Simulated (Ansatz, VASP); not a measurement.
AlN: VASP beside Ansatz

POSCAR

```
AlN
1.0
    0.0000000000      2.1839935596      2.1839935596
    2.1839935596      0.0000000000      2.1839935596
    2.1839935596      2.1839935596      0.0000000000
Al N
1 1
Direct
    0.0000000000      0.0000000000      0.0000000000
    0.2500000000      0.2500000000      0.2500000000
```

File INCAR.step1:

```
PREC     = Accurate       # precision mode
ENCUT    = 520            # plane-wave cutoff, eV
EDIFF    = 1E-5           # SCF threshold, eV
ISMEAR   = -1             # smearing method
SIGMA    = 0.05           # smearing width, eV
LREAL    = False          # projectors in reciprocal space
LASPH    = True           # aspherical terms in the spheres
NELM     = 80             # most SCF steps
ALGO     = Normal         # electronic algorithm
ISIF     = 2              # what is computed and relaxed
LWAVE    = True           # write WAVECAR
LCHARG   = False          # write CHGCAR
GGA      = PE             # functional
NBANDS   = 11             # bands
```

INCAR.step2

```
PREC     = Accurate       # precision mode
ENCUT    = 520            # plane-wave cutoff, eV
EDIFF    = 1E-7           # SCF threshold, eV
ISMEAR   = -1             # smearing method
SIGMA    = 0.05           # smearing width, eV
LREAL    = False          # projectors in reciprocal space
LASPH    = True           # aspherical terms in the spheres
NELM     = 80             # most SCF steps
ALGO     = Normal         # electronic algorithm
ISIF     = 2              # what is computed and relaxed
LWAVE    = False          # write WAVECAR
LCHARG   = False          # write CHGCAR
GGA      = PE             # functional
LHFCALC  = True           # exact exchange
HFSCREEN = 0.2079         # screening, 1/A
PRECFOCK = Normal       
ISTART   = 1            
NBANDS   = 11             # bands
```

Contents of KPOINTS:

```
regular mesh
0
Gamma
  6 6 6
```

Contents of input.yaml:

```yaml
crystal:
  lattice:
    - [0.0, 2.1839935596, 2.1839935596]
    - [2.1839935596, 0.0, 2.1839935596]
    - [2.1839935596, 2.1839935596, 0.0]
  atoms:
    - { symbol: Al, position: [0.0, 0.0, 0.0] }
    - { symbol: "N", position: [0.25, 0.25, 0.25] }
kpoints:
  mp_grid: { grid: [6, 6, 6] }
scf:
  occupations: { method: fermi_dirac, width: 0.05 }
hamiltonian:
  xc: hse06
  pseudopotentials: { kind: all_electron, datasets: crystal }
output:
  forces: true
  stress: true
```

Alike in both runs: task single point; functional HSE06; k mesh 6 × 6 × 6; occupations fermi-dirac, width 0.05 eV; no spin polarisation.

|  | VASP | Ansatz |
| --- | --- | --- |
| version | VASP 6.6.1 | Ansatz 0.2.0 |
| potentials or method | VASP PAW PBE potentials, release 64 (Al, N), cutoff 520 eV | all-electron PAW datasets made for the crystal |

|  | VASP | Ansatz | Ansatz less VASP |
| --- | --- | --- | --- |
| gap on the k mesh at the Fermi level (eV) | 4.55 | 4.55 | -0.008 |
| least direct gap on the mesh (eV) | 5.55 | 5.56 | +0.010 |
| pressure (GPa) | -0.5 | -0.5 | +0.09 |

Ansatz ran all-electron here, and VASP with PAW potentials.
